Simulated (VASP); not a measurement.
# GaN (I4mm) in VASP: notebook

Runs on GaN. Level: r2SCAN. Tasks: single point.

All numbers are computed with VASP 6.6.1; they aren't measurements. Logs are shortened: lines on timing, memory, paths and dates and some standing lists are left out, and cuts for length are marked.

**1. The cell of the first run**

The structure is tetragonal, space group I4mm (No. 107). The conventional cell has a = 3.020 Å, b = 3.020 Å, c = 4.270 Å, α = 90.00°, β = 90.00°, γ = 90.00°. Within 2.5 Å of Ga (site symmetry 4mm) lie 6 N at 1.82 to 2.45 Å. Within 2.5 Å of N (site symmetry 4mm) lie 6 Ga at 1.82 to 2.45 Å.

**2. Single point, r2SCAN**

Input file POSCAR:

```
GaN
1.0
    0.0000000000      2.1352350000      2.1352350000
    2.1352350000      0.0000000000      2.1352350000
    2.1352350000      2.1352350000      0.0000000000
Ga N
1 1
Direct
   -0.0731769571     -0.0731769571      0.0731769571
    0.5000000000      0.5000000000      0.5000000000
```

Input file INCAR.step1:

```
SYSTEM = GaN
PREC = Accurate
ENCUT = 520
ISMEAR = 0
SIGMA = 0.05
LREAL = .FALSE.
LASPH = .TRUE.
NELM = 100
NBANDS = 16
GGA = PE
ALGO = Normal
EDIFF = 1E-4
LWAVE = .TRUE.
LCHARG = .FALSE.
```

Input file INCAR.step2:

```
SYSTEM = GaN
PREC = Accurate
ENCUT = 520
EDIFF = 1E-7
ISMEAR = 0
SIGMA = 0.05
LREAL = .FALSE.
LASPH = .TRUE.
NELM = 100
ALGO = Normal
ISIF = 2
LWAVE = .FALSE.
LCHARG = .FALSE.
METAGGA = R2SCAN
LMIXTAU = .TRUE.
NBANDS = 16
ISTART = 1
```

Input file KPOINTS:

```
Automatic mesh
0
G
  12 12 12
  0 0 0
```

Potentials or basis: VASP PAW PBE potentials, release 64 (Ga_d, N).

On the command line:

```console
> cat potpaw_PBE.64/Ga_d/POTCAR potpaw_PBE.64/N/POTCAR > POTCAR
> cp INCAR.step1 INCAR
> mpirun -np 1 vasp_std > vasp.out
> cp INCAR.step2 INCAR
> mpirun -np 1 vasp_std > vasp.out
```

OUTCAR:

```text
SYSTEM = GaN
   PREC = Accurate
   ENCUT = 520
   EDIFF = 1E-7
   ISMEAR = 0
   LREAL = .FALSE.
   LASPH = .TRUE.
   NELM = 100
   ISIF = 2
   METAGGA = R2SCAN
   ISTART = 1

 ion  position               nearest neighbor table
   1  0.927  0.927  0.073-   2 1.82   2 2.16   2 2.16   2 2.16   2 2.16
   2  0.500  0.500  0.500-   1 1.82   1 2.16   1 2.16   1 2.16   1 2.16

  LATTYP: Found a face centered cubic cell.
 ALAT       =     4.2704700000

  Lattice vectors:

 A1 = (   0.0000000000,   2.1352350000,   2.1352350000)
 A2 = (   2.1352350000,   0.0000000000,   2.1352350000)
 A3 = (   2.1352350000,   2.1352350000,   0.0000000000)

Analysis of symmetry for initial positions (statically):
=====================================================================
 Subroutine PRICEL returns:
 Original cell was already a primitive cell.

 Routine SETGRP: Setting up the symmetry group for a
 face centered cubic supercell.

 Subroutine GETGRP returns: Found  8 space group operations
 (whereof  8 operations were pure point group operations)
 out of a pool of 48 trial point group operations.

The static configuration has the point symmetry C_4v.

Analysis of symmetry for dynamics (positions and initial velocities):
=====================================================================
 Subroutine PRICEL returns:
 Original cell was already a primitive cell.

 Routine SETGRP: Setting up the symmetry group for a
 face centered cubic supercell.

 Subroutine GETGRP returns: Found  8 space group operations
 (whereof  8 operations were pure point group operations)
 out of a pool of 48 trial point group operations.

The dynamic configuration has the point symmetry C_4v.

 Subroutine INISYM returns: Found  8 space group operations
 (whereof  8 operations are pure point group operations),
 and found     1 'primitive' translations

----------------------------------------------------------------------------------------

                                     Primitive cell

  volume of cell :      19.4700

  direct lattice vectors                    reciprocal lattice vectors
     0.000000000  2.135235000  2.135235000    -0.234166263  0.234166263  0.234166263
     2.135235000  0.000000000  2.135235000     0.234166263 -0.234166263  0.234166263
     2.135235000  2.135235000  0.000000000     0.234166263  0.234166263 -0.234166263

  length of vectors
     3.019678296  3.019678296  3.019678296     0.405587864  0.405587864  0.405587864

  position of ions in fractional coordinates (direct lattice)
     0.926823043  0.926823043  0.073176957
     0.500000000  0.500000000  0.500000000

  ion indices of the primitive-cell ions
   primitive index   ion index
                 1           1
                 2           2

----------------------------------------------------------------------------------------

 KPOINTS: Automatic mesh

Automatic generation of k-mesh.
 Grid dimensions read from file:
 generate k-points for:   12   12   12

 Generating k-lattice:

  Cartesian coordinates                     Fractional coordinates (reciprocal lattice)
    -0.019513855  0.019513855  0.019513855     0.083333333  0.000000000  0.000000000
     0.019513855 -0.019513855  0.019513855     0.000000000  0.083333333  0.000000000
     0.019513855  0.019513855 -0.019513855     0.000000000  0.000000000  0.083333333

  Length of vectors
     0.033798989  0.033798989  0.033798989

  Shift w.r.t. Gamma in fractional coordinates (k-lattice)
     0.000000000  0.000000000  0.000000000

 Subroutine IBZKPT returns following result:
 ===========================================

 Found    163 irreducible k-points:

 Following reciprocal coordinates:
            Coordinates               Weight
  0.000000  0.000000  0.000000      1.000000
  0.083333  0.000000  0.000000      8.000000
  0.166667  0.000000  0.000000      8.000000
  0.250000  0.000000  0.000000      8.000000
  0.333333  0.000000  0.000000      8.000000
  0.416667  0.000000  0.000000      8.000000
[... 16 lines left out ...]
  0.000000 -0.333333  0.083333     16.000000
 -0.250000  0.083333  0.000000      8.000000
 [... further k-points ...]
   k-points           NKPTS =    163   k-points in BZ     NKDIM =    163   number of bands    NBANDS=     16
   number of dos      NEDOS =    301   number of ions     NIONS =      2
   total plane-waves  NPLWV =  13824
   dimension x,y,z NGX =    24 NGY =   24 NGZ =   24
   dimension x,y,z NGXF=    48 NGYF=   48 NGZF=   48
   ions per type =               1   1
   NGX,Y,Z   is equivalent  to a cutoff of  13.21, 13.21, 13.21 a.u.
   NGXF,Y,Z  is equivalent  to a cutoff of  26.43, 26.43, 26.43 a.u.
 SYSTEM =  GaN
   PREC   = accura    normal or accurate (medium, high low for compatibility)
   ISTART =      1    job   : 0-new  1-cont  2-samecut
   ICHARG =      0    charge: 1-file 2-atom 10-const
   ISPIN  =      1    spin polarized calculation?
   LNONCOLLINEAR =      F non collinear calculations
   LSORBIT =      F    spin-orbit coupling
   LASPH  =      T    aspherical Exc in radial PAW
   ENCUT  =  520.0 eV  38.22 Ry    6.18 a.u.   5.61  5.61  5.61*2*pi/ulx,y,z
   NELM   =    100;   NELMIN=  2; NELMDL=  0     # of ELM steps
   EDIFF  = 0.1E-06   stopping-criterion for ELM
   LREAL  =      F    real-space projection
   EDIFFG = 0.1E-05   stopping-criterion for IOM
   NSW    =      0    number of steps for IOM
   IBRION =     -1    ionic relax: 0-MD 1-quasi-New 2-CG
   NFREE  =      0    steps in history (QN), initial steepest desc. (CG)
   ISIF   =      2    stress and relaxation
   ISYM   =      2    0-nonsym 1-usesym 2-fastsym
   POTIM  = 0.5000    time-step for ionic-motion
   TEBEG  =    0.0;   TEEND  =   0.0 temperature during run
   PSTRESS=    0.0 pullay stress
   NELECT =      18.0000    total number of electrons
   NUPDOWN=      -1.0000    fix difference up-down
   EMIN   =  10.00;   EMAX   =-10.00  energy-range for DOS
   EFERMI =   0.00;   METHOD = LEGACY
   ISMEAR =     0;   SIGMA  =   0.05  broadening in eV -4-tet -1-fermi 0-gaus
   EFERMI_NEDOS =   21; number of points for ismear=-14 and -15
   IALGO  =     38    algorithm
   IMIX   =      4    mixing-type and parameters
     AMIX     =   0.40;   BMIX     =  1.00
     AMIX_MAG =   1.60;   BMIX_MAG =  1.00
  volume/ion in A,a.u.               =       9.74        65.70
  Fermi-wavevector in a.u.,A,eV,Ry     =   1.594814  3.013761 34.605481  2.543431
  Thomas-Fermi vector in A             =   2.692830
   LORBIT       =      0    0 simple, 1 ext, 2 COOP (PROOUT), +10 PAW based schemes
   METAGGA = R2SCAN    functional components
   LHFCALC =     F    Hartree Fock is set to
   AEXX    =    0.0000 exact exchange contribution
   IVDW    =     0    specifies the selected vdW correction
   LEPSILON=     F    determine dielectric tensor
   LRPA    =     F    only Hartree local field effects (RPA)
 non-spin polarized calculation
 Gauss-broadening in eV      SIGMA  =   0.05
  energy-cutoff  :      520.00
  volume of cell :       19.47
 maximum number of plane-waves:       544
   NGX = 11   NGY = 11   NGZ = 11

 number of electron      17.9999996 magnetization

 Free energy of the ion-electron system (eV)
  ---------------------------------------------------
  ext. energy  EPLUGINS =         0.00000000
  ---------------------------------------------------
  free energy    TOTEN  =       -20.74277727 eV

  energy without entropy =      -20.74277727  energy(sigma->0) =      -20.74277727

 E-fermi :   7.4752     XC(G=0): -13.9195

 val. band max:        7.2621765774   @ k =  -0.1667   0.1667   0.0000
 cond. band min:       8.1938072088   @ k =   0.0000   0.5000   0.5000
 fundamental gap:      0.9316306314
 Fermi energy:         7.4751931487

 k-point     1 :       0.0000    0.0000    0.0000
  band No.  band energies     occupation
      1     -10.6449      2.00000
      2      -7.1642      2.00000
      3      -7.1563      2.00000
      4      -7.1563      2.00000
      5      -7.1142      2.00000
      6      -7.0471      2.00000
[... 8 lines left out ...]
     15      24.5655      0.00000
     16      25.0600      0.00000

 k-point     2 :       0.0833    0.0000    0.0000
  band No.  band energies     occupation
      1     -10.5218      2.00000
      2      -7.1806      2.00000
      3      -7.1503      2.00000
      4      -7.1435      2.00000
      5      -7.1073      2.00000
      6      -7.0526      2.00000
[... 8 lines left out ...]
     15      24.6519      0.00000
     16      24.7872      0.00000

 k-point     3 :       0.1667    0.0000    0.0000
  band No.  band energies     occupation
      1     -10.1671      2.00000
      2      -7.2097      2.00000
      3      -7.1525      2.00000
      4      -7.1283      2.00000
      5      -7.0766      2.00000
      6      -7.0488      2.00000
[... 8 lines left out ...]
     15      24.7074      0.00000
     16      25.0436      0.00000

 k-point     4 :       0.2500    0.0000    0.0000
  band No.  band energies     occupation
      1      -9.6344      2.00000
      2      -7.2430      2.00000
      3      -7.1867      2.00000
      4      -7.0943      2.00000
      5      -7.0234      2.00000
      6      -7.0116      2.00000
[... 8 lines left out ...]
     15      25.7329      0.00000
     16      25.9562      0.00000
[... 324 lines left out ...]
 k-point    22 :      -0.3333    0.0833    0.0000
  band No.  band energies     occupation
      1      -8.8900      2.00000
      2      -7.2520      2.00000
      3      -7.2421      2.00000
      4      -7.0343      2.00000
      5      -6.9685      2.00000
      6      -6.7028      2.00000
[... 8 lines left out ...]
     15      26.9128      0.00000
     16      29.5311      0.00000

 k-point    23 :       0.0000   -0.3333    0.0833
  band No.  band energies     occupation
      1      -8.8555      2.00000
      2      -7.2653      2.00000
      3      -7.2447      2.00000
      4      -7.0249      2.00000
      5      -6.9776      2.00000
      6      -6.7408      2.00000
[... 8 lines left out ...]
     15      27.1260      0.00000
     16      29.0578      0.00000

 k-point    24 :      -0.2500    0.0833    0.0000
  band No.  band energies     occupation
      1      -9.3972      2.00000
      2      -7.2299      2.00000
      3      -7.2045      2.00000
      4      -7.0926      2.00000
      5      -7.0208      2.00000
      6      -6.8919      2.00000
[... 8 lines left out ...]
     15      25.1173      0.00000
     16      28.0351      0.00000

 [... further k-points ...]

------------------------ aborting loop because EDIFF is reached ----------------------------------------

  FORCE on cell =-STRESS in cart. coord.  units (eV):
  Direction    XX          YY          ZZ          XY          YZ          ZX
  --------------------------------------------------------------------------------------
  -------------------------------------------------------------------------------------
  Total       -1.2341209     -1.2341209      4.3031002      0.0000000      0.0000000      0.0000000
  in kB     -101.5549874   -101.5549874    354.0992506      0.0000000      0.0000000      0.0000000
  external PRESSURE =      50.3297586 kB  Pullay stress =       0.0000000 kB

 VOLUME and BASIS-vectors are now :
 -----------------------------------------------------------------------------
  energy-cutoff  :      520.00
  volume of cell :       19.47
      direct lattice vectors                 reciprocal lattice vectors
     0.000000000  2.135235000  2.135235000    -0.234166263  0.234166263  0.234166263
     2.135235000  0.000000000  2.135235000     0.234166263 -0.234166263  0.234166263
     2.135235000  2.135235000  0.000000000     0.234166263  0.234166263 -0.234166263

 POSITION                                       TOTAL-FORCE (eV/Angst)
 -----------------------------------------------------------------------------------
      2.13524      2.13524      3.95797         0.000000      0.000000      2.210689
      2.13524      2.13524      2.13524         0.000000      0.000000     -2.210689
 -----------------------------------------------------------------------------------
    total drift:                               -0.000028     -0.000028      0.004918

  FREE ENERGIE OF THE ION-ELECTRON SYSTEM (eV)
  ---------------------------------------------------
  free  energy   TOTEN  =       -20.7427772662 eV

  energy  without entropy=      -20.7427772662  energy(sigma->0) =      -20.74277727
```

It took 4.3 min on 1 thread of AMD EPYC 7R43 (Zen 3), shared host; peak memory 0.15 GiB.

What came out:

```yaml
Free_energy: -20.7428 eV
Pressure: 5.0 GPa
Largest_force: 2.211 eV/Å
Band_gap_on_the_k_mesh: 0.93 eV (least direct gap 2.68 eV)
```

Forces on the atoms (eV/Å):
```
Ga   0.000  0.000  2.211
N    0.000  0.000 -2.211
```

Stress tensor (GPa, compression positive):
```
-10.16   0.00   0.00
  0.00 -10.16   0.00
  0.00   0.00  35.41
```

Caveat: the cell differs from its parent crystal (all Ga atoms moved +0.312 Å, as atom 1 towards its neighbour atom 2 (N) at 2.135 Å); the cell stands under pressure; the PAW data sets were made with another functional, which shifts forces and pressure a little.

**3. Single point, r2SCAN**

POSCAR, as its differences from that of step 2:

```diff
@@ -8,3 +8,3 @@
 Direct
-   -0.0731769571     -0.0731769571      0.0731769571
+   -0.0439061743     -0.0439061743      0.0439061743
     0.5000000000      0.5000000000      0.5000000000
```

Input file INCAR.step1:

```
PREC = Accurate ; ENCUT = 520
ISMEAR = 0 ; SIGMA = 0.05
LREAL = F ; LASPH = T
NELM = 80 ; NBANDS = 16
GGA = PE ; ALGO = Normal
EDIFF = 1E-4 ; LWAVE = T
LCHARG = F
```

Input file INCAR.step2:

```
PREC = Accurate ; ENCUT = 520
EDIFF = 1E-6 ; ISMEAR = 0
SIGMA = 0.05 ; LREAL = F
LASPH = T ; NELM = 80
ALGO = Normal ; ISIF = 2
LWAVE = F ; LCHARG = F
METAGGA = R2SCAN ; LMIXTAU = T
NBANDS = 16 ; ISTART = 1
```

Input file KPOINTS:

```
regular mesh
0
Gamma
  12 12 12
```

Potentials or basis: VASP PAW PBE potentials, release 64 (Ga_d, N).

On the command line:

```console
> cat potpaw_PBE.64/Ga_d/POTCAR potpaw_PBE.64/N/POTCAR > POTCAR
> cp INCAR.step1 INCAR
> mpirun -np 1 vasp_std > vasp.out
> cp INCAR.step2 INCAR
> mpirun -np 1 vasp_std > vasp.out
```

Run time: 3.3 min. Hardware: 1 thread of AMD EPYC 7R43 (Zen 3), shared host; peak memory 0.15 GiB.

It converged, with:

| Item | Value |
| --- | --- |
| Free energy | -20.9122 eV |
| Pressure | -3.3 GPa |
| Largest force | 0.705 eV/Å |
| Band gap on the k mesh | 0.90 eV (least direct gap 2.82 eV) |

Forces on the atoms (eV/Å):
```
Ga   0.000  0.000  0.705
N    0.000  0.000 -0.705
```

Stress tensor (GPa, compression positive):
```
-8.56  0.00  0.00
 0.00 -8.56  0.00
 0.00  0.00  7.36
```

Levels at points of the mesh, in eV from the valence-band top:
| k point | band 6 | band 7 | band 8 | band 9 | band 10 | band 11 | band 12 | band 13 |
| --- | --- | --- | --- | --- | --- | --- | --- | --- |
| (0.00, 0.00, 0.00) | -14.34 | -0.54 | -0.43 | -0.43 | 2.39 | 14.56 | 14.56 | 15.25 |
| (0.50, 0.00, 0.00) | -14.14 | -8.19 | -0.34 | -0.23 | 5.28 | 9.21 | 9.67 | 10.53 |
| (0.50, 0.50, 0.00) | -11.65 | -7.07 | -3.02 | -3.02 | 0.97 | 8.46 | 12.83 | 15.28 |
| (0.00, 0.50, 0.50) | -11.69 | -6.99 | -3.02 | -2.90 | 0.90 | 8.15 | 12.72 | 15.47 |

Caveat: the cell differs from its parent crystal (all Ga atoms moved +0.188 Å, as atom 1 towards its neighbour atom 2 (N) at 2.135 Å); the cell stands under tension; the PAW data sets were made with another functional, which shifts forces and pressure a little.
